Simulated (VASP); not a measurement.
# H12C11S10O6 in VASP: notebook, part 2 of 2

VASP 6.6.1. Earlier steps stand in the parts before.

**3. Single point, PBE**

INCAR reads:

```
SYSTEM = H12C11S10O6
ALGO = Normal
EDIFF = 1E-6
ENCUT = 910
GGA = PE
GGA_COMPAT = .False.
ISIF = 2
ISMEAR = -1
LASPH = .True.
LCHARG = .False.
LREAL = Auto
LWAVE = .False.
NBANDS = 101
NELM = 120
PREC = Accurate
SIGMA = 0.02
```

KPOINTS reads:

```
k-points
0
Gamma
  1 1 1
  0 0 0
```

POSCAR reads:

```
H12C11S10O6
1.0
    8.8484930000      0.0000000000      0.0000000000
    0.0000000000      8.8484930000      0.0000000000
    0.0000000000      0.0000000000      8.8484930000
S C O H
10 11 6 12
Direct
    0.8661926952      0.5387132023      1.0876428336
    0.8599882488      0.3584452177      0.7899311216
    0.5324183451      0.6377583166      0.8320512883
    0.2693792039      0.4862748945      0.6589483656
    0.4790081204      0.3328702413      0.1965080381
    0.5823025458      0.1131492108     -0.0530598826
    0.0635588456      0.7857270159      0.4551057451
   -0.1273211156      0.9165289502      0.1770470972
    0.7288246710     -0.0075154040      0.6039672518
    0.5070354918     -0.0367633223      0.3356051703
    0.8777539859      0.4493985586      0.9329837295
    0.4005427817      0.5525460663      0.7525462245
    0.5258974607      0.2337008121      0.0568684408
   -0.0301859311      0.8517721605      0.3117366991
    0.6104316294     -0.0262304553      0.4749622337
    0.3062442384      0.6750415014      0.2325480734
    0.0705204830      0.8214167090      0.8740697427
    0.9141895688      0.2647004411      0.3547948786
    0.2916767861      0.1243714608      0.6647007575
    0.1685371735      0.2106008334     -0.0218681305
    0.6904452544      0.5948696575      0.4440530156
    0.2907952801      0.7798955144      0.1453128798
   -0.0199355981      0.8584286612      0.7834102372
    0.9959662058      0.2960052068      0.4558177308
    0.3426007118      0.0345934613      0.7565808099
    0.1628073843      0.2322768408      0.1143019495
    0.5862354188      0.5053967947      0.4406852105
    0.3978756609      0.6814154681      0.3251175087
    0.2345823181      0.5768213864      0.2392949850
    0.0563824823      0.7392671272      0.9637460300
    0.1816241478      0.8634916703      0.8445053864
    0.9669669174      0.2294854050      0.2405155319
    0.7901345461      0.2730860498      0.3635647336
    0.1717693623      0.1541844470      0.6671418512
    0.3627849398      0.1650676562      0.5704022143
    0.2350795780      0.2845795324     -0.1007177154
    0.1236481738      0.1078375719     -0.0664067881
    0.6806808798      0.7039390775      0.3888119706
    0.8037639856      0.5856025427      0.5001077585
```

Potentials or basis: VASP PAW PBE potentials, release 64 (S, C_h, O_h, H_h).

Command:

```console
> cat potpaw_PBE.64/S/POTCAR potpaw_PBE.64/C_h/POTCAR potpaw_PBE.64/O_h/POTCAR potpaw_PBE.64/H_h/POTCAR > POTCAR
> mpirun -np 1 vasp_gam > vasp.out
```

OUTCAR:

```text
SYSTEM = H12C11S10O6
   EDIFF = 1E-6
   ENCUT = 910
   GGA = PE
   ISIF = 2
   ISMEAR = -1
   LASPH = .True.
   LREAL = Auto
   NELM = 120
   PREC = Accurate

 ion  position               nearest neighbor table
   1  0.866  0.539  0.088-  11 1.58
   2  0.860  0.358  0.790-  11 1.51
   3  0.532  0.638  0.832-  12 1.56
   4  0.269  0.486  0.659-  12 1.54
   5  0.479  0.333  0.197-  13 1.57
   6  0.582  0.113  0.947-  13 1.53
   7  0.064  0.786  0.455-  14 1.62
   8  0.873  0.917  0.177-  14 1.58
   9  0.729  0.992  0.604-  15 1.56
  10  0.507  0.963  0.336-  15 1.54
  11  0.878  0.449  0.933-   2 1.51   1 1.58
  12  0.401  0.553  0.753-   4 1.54   3 1.56
  13  0.526  0.234  0.057-   6 1.53   5 1.57
  14  0.970  0.852  0.312-   8 1.58   7 1.62
  15  0.610  0.974  0.475-  10 1.54   9 1.56
  16  0.306  0.675  0.233-  29 1.08  28 1.15  22 1.21
  17  0.071  0.821  0.874-  31 1.08  30 1.08  23 1.18
[... 8 lines left out ...]
  26  0.163  0.232  0.114-  20 1.22
  27  0.586  0.505  0.441-  21 1.22
[... 10 lines left out ...]
  38  0.681  0.704  0.389-  21 1.09
  39  0.804  0.586  0.500-  21 1.12

  LATTYP: Found a simple cubic cell.
 ALAT       =     8.8484930000

  Lattice vectors:

 A1 = (   8.8484930000,   0.0000000000,   0.0000000000)
 A2 = (   0.0000000000,   8.8484930000,   0.0000000000)
 A3 = (   0.0000000000,   0.0000000000,   8.8484930000)

Analysis of symmetry for initial positions (statically):
=====================================================================
 Subroutine PRICEL returns:
 Original cell was already a primitive cell.

 Routine SETGRP: Setting up the symmetry group for a
 simple cubic supercell.

 Subroutine GETGRP returns: Found  1 space group operations
 (whereof  1 operations were pure point group operations)
 out of a pool of 48 trial point group operations.

The static configuration has the point symmetry C_1 .

Analysis of symmetry for dynamics (positions and initial velocities):
=====================================================================
 Subroutine PRICEL returns:
 Original cell was already a primitive cell.

 Routine SETGRP: Setting up the symmetry group for a
 simple cubic supercell.

 Subroutine GETGRP returns: Found  1 space group operations
 (whereof  1 operations were pure point group operations)
 out of a pool of 48 trial point group operations.

The dynamic configuration has the point symmetry C_1 .

 Subroutine INISYM returns: Found  1 space group operations
 (whereof  1 operations are pure point group operations),
 and found     1 'primitive' translations

----------------------------------------------------------------------------------------

                                     Primitive cell

  volume of cell :     692.8001

  direct lattice vectors                    reciprocal lattice vectors
     8.848493000  0.000000000  0.000000000     0.113013595  0.000000000  0.000000000
     0.000000000  8.848493000  0.000000000     0.000000000  0.113013595  0.000000000
     0.000000000  0.000000000  8.848493000     0.000000000  0.000000000  0.113013595
[... 101 lines left out ...]

  Length of vectors
     0.113013595  0.113013595  0.113013595

  Shift w.r.t. Gamma in fractional coordinates (k-lattice)
     0.000000000  0.000000000  0.000000000

 Subroutine IBZKPT returns following result:
 ===========================================

 Found      1 irreducible k-points:

 Following reciprocal coordinates:
            Coordinates               Weight
  0.000000  0.000000  0.000000      1.000000
   k-points           NKPTS =      1   k-points in BZ     NKDIM =      1   number of bands    NBANDS=    101
   number of dos      NEDOS =    301   number of ions     NIONS =     39
   total plane-waves  NPLWV = 729000
   dimension x,y,z NGX =    90 NGY =   90 NGZ =   90
   dimension x,y,z NGXF=   180 NGYF=  180 NGZF=  180
   ions per type =              10  11   6  12
   NGX,Y,Z   is equivalent  to a cutoff of  16.91, 16.91, 16.91 a.u.
   NGXF,Y,Z  is equivalent  to a cutoff of  33.82, 33.82, 33.82 a.u.
 SYSTEM =  H12C11S10O6
   PREC   = accura    normal or accurate (medium, high low for compatibility)
   ISTART =      0    job   : 0-new  1-cont  2-samecut
   ICHARG =      2    charge: 1-file 2-atom 10-const
   ISPIN  =      1    spin polarized calculation?
   LNONCOLLINEAR =      F non collinear calculations
   LSORBIT =      F    spin-orbit coupling
   LASPH  =      T    aspherical Exc in radial PAW
   ENCUT  =  910.0 eV  66.88 Ry    8.18 a.u.  21.76 21.76 21.76*2*pi/ulx,y,z
   NELM   =    120;   NELMIN=  2; NELMDL= -5     # of ELM steps
   EDIFF  = 0.1E-05   stopping-criterion for ELM
   LREAL  =      T    real-space projection
   EDIFFG = 0.1E-04   stopping-criterion for IOM
   NSW    =      0    number of steps for IOM
   IBRION =     -1    ionic relax: 0-MD 1-quasi-New 2-CG
   NFREE  =      0    steps in history (QN), initial steepest desc. (CG)
   ISIF   =      2    stress and relaxation
   ISYM   =      2    0-nonsym 1-usesym 2-fastsym
   POTIM  = 0.5000    time-step for ionic-motion
   TEBEG  =    0.0;   TEEND  =   0.0 temperature during run
   PSTRESS=    0.0 pullay stress
   NELECT =     152.0000    total number of electrons
   NUPDOWN=      -1.0000    fix difference up-down
   EMIN   =  10.00;   EMAX   =-10.00  energy-range for DOS
   EFERMI =   0.00;   METHOD = LEGACY
   ISMEAR =    -1;   SIGMA  =   0.02  broadening in eV -4-tet -1-fermi 0-gaus
   EFERMI_NEDOS =   21; number of points for ismear=-14 and -15
   IALGO  =     38    algorithm
   IMIX   =      4    mixing-type and parameters
     AMIX     =   0.40;   BMIX     =  1.00
     AMIX_MAG =   1.60;   BMIX_MAG =  1.00
  volume/ion in A,a.u.               =      17.76       119.88
  Fermi-wavevector in a.u.,A,eV,Ry     =   0.987385  1.865888 13.264728  0.974930
  Thomas-Fermi vector in A             =   2.118836
   LORBIT       =      0    0 simple, 1 ext, 2 COOP (PROOUT), +10 PAW based schemes
   GGA     = PE    functional components
   LHFCALC =     F    Hartree Fock is set to
   AEXX    =    0.0000 exact exchange contribution
   IVDW    =     0    specifies the selected vdW correction
   LEPSILON=     F    determine dielectric tensor
   LRPA    =     F    only Hartree local field effects (RPA)
 non-spin polarized calculation
  energy-cutoff  :      910.00
  volume of cell :      692.80
 maximum number of plane-waves:     21574
 NGX is ok and might be reduce to    90
   NGX = 43   NGY = 43   NGZ = 43

 number of electron     151.9999997 magnetization

 Free energy of the ion-electron system (eV)
  ---------------------------------------------------
  ext. energy  EPLUGINS =         0.00000000
  ---------------------------------------------------
  free energy    TOTEN  =      -215.66847394 eV

  energy without entropy =     -215.66847394  energy(sigma->0) =     -215.66847394

 E-fermi :  -0.1083     XC(G=0):  -7.1795

 val. band max:       -0.6300207314   @ k =   0.0000   0.0000   0.0000
 cond. band min:       1.7043385625   @ k =   0.0000   0.0000   0.0000
 fundamental gap:      2.3343592939
 Fermi energy:        -0.1082778653

 k-point     1 :       0.0000    0.0000    0.0000
  band No.  band energies     occupation
      1     -21.9223      2.00000
      2     -21.8180      2.00000
      3     -21.7063      2.00000
      4     -21.5351      2.00000
      5     -21.3938      2.00000
      6     -21.3504      2.00000
[... 80 lines left out ...]
     87       2.5873      0.00000
     88       2.6093      0.00000
 [bands above 88 left out]

------------------------ aborting loop because EDIFF is reached ----------------------------------------

  FORCE on cell =-STRESS in cart. coord.  units (eV):
  Direction    XX          YY          ZZ          XY          YZ          ZX
  --------------------------------------------------------------------------------------
  -------------------------------------------------------------------------------------
  Total       10.5579681      8.7441830      7.3344281      1.9023465      4.2436381      2.4202215
  in kB       24.4164767     20.2218967     16.9616816      4.3993880      9.8138855      5.5970316
  external PRESSURE =      20.5333516 kB  Pullay stress =       0.0000000 kB

 VOLUME and BASIS-vectors are now :
 -----------------------------------------------------------------------------
  energy-cutoff  :      910.00
  volume of cell :      692.80
      direct lattice vectors                 reciprocal lattice vectors
     8.848493000  0.000000000  0.000000000     0.113013595  0.000000000  0.000000000
     0.000000000  8.848493000  0.000000000     0.000000000  0.113013595  0.000000000
     0.000000000  0.000000000  8.848493000     0.000000000  0.000000000  0.113013595

 POSITION                                       TOTAL-FORCE (eV/Angst)
 -----------------------------------------------------------------------------------
      7.66450      4.76680      0.77551         0.417377     -0.414369     -0.857175
      7.60960      3.17170      6.98970         0.234872     -1.122899     -2.102971
      4.71110      5.64320      7.36240        -0.178542     -0.265068      0.085053
      2.38360      4.30280      5.83070        -0.712616     -0.528076     -0.334008
      4.23850      2.94540      1.73880         0.078715     -0.067951     -0.839623
      5.15250      1.00120      8.37899         0.464631     -0.835950     -1.090816
[... 31 lines left out ...]
      6.02300      6.22880      3.44040        -0.222532      0.724521     -0.520397
      7.11210      5.18170      4.42520        -0.363479     -0.793193      0.176867
 -----------------------------------------------------------------------------------
    total drift:                                0.001316      0.002752      0.006055

  FREE ENERGIE OF THE ION-ELECTRON SYSTEM (eV)
  ---------------------------------------------------
  free  energy   TOTEN  =      -215.6684739381 eV

  energy  without entropy=     -215.6684739381  energy(sigma->0) =     -215.66847394
```

Wall time 3.9 min (1 thread of AMD EPYC 7R13 (Zen 3), shared host); peak memory 1.2 GiB.

Results:

- Free energy: -215.6685 eV
- Pressure: 2.1 GPa
- Largest force: 4.286 eV/Å
- Band gap on the k mesh: 2.33 eV

Forces on the atoms (eV/Å):
```
S    0.417 -0.414 -0.857
S    0.235 -1.123 -2.103
S   -0.179 -0.265  0.085
S   -0.713 -0.528 -0.334
S    0.079 -0.068 -0.840
S    0.465 -0.836 -1.091
S   -1.388  1.041 -2.157
S    0.760 -0.316  0.890
S   -0.250 -0.167  0.049
S   -0.790 -0.103 -0.510
C   -0.598  1.461  2.917
C    0.846  0.975  0.230
C   -0.208  0.863  2.046
C    0.695 -0.520  1.345
C    0.845  0.466  0.549
C    1.369  1.401  1.166
C    2.851 -0.603  0.223
C   -0.384 -0.723 -3.084
C    0.500 -1.153 -0.008
C    1.020  0.601  1.278
C    0.045  0.126  0.164
O   -0.087 -0.433 -0.350
O   -3.799  0.769 -1.830
O    1.525  0.660  2.327
O   -0.151  0.347 -0.308
O   -0.142  0.323 -0.636
O    0.689 -0.133  0.446
H   -0.620 -0.259 -0.745
H   -0.702 -0.886 -0.329
H   -0.319 -0.369  0.725
H    1.377  0.070  0.963
H   -0.768  0.161  0.892
H   -0.434 -0.058  0.006
H   -0.469  0.420 -0.107
H   -0.063  0.279 -0.095
H   -0.379  0.029  0.255
H   -0.691 -0.962 -0.831
H   -0.223  0.725 -0.520
H   -0.363 -0.793  0.177
```

Caveat: the k points lie up to 0.71 Å⁻¹ apart; the cutoff is under 1.25 times the usual one of these potentials, so pressure, stress and relaxed cells hold a basis-set (Pulay) error; the atoms stand as in a frame of molecular dynamics.
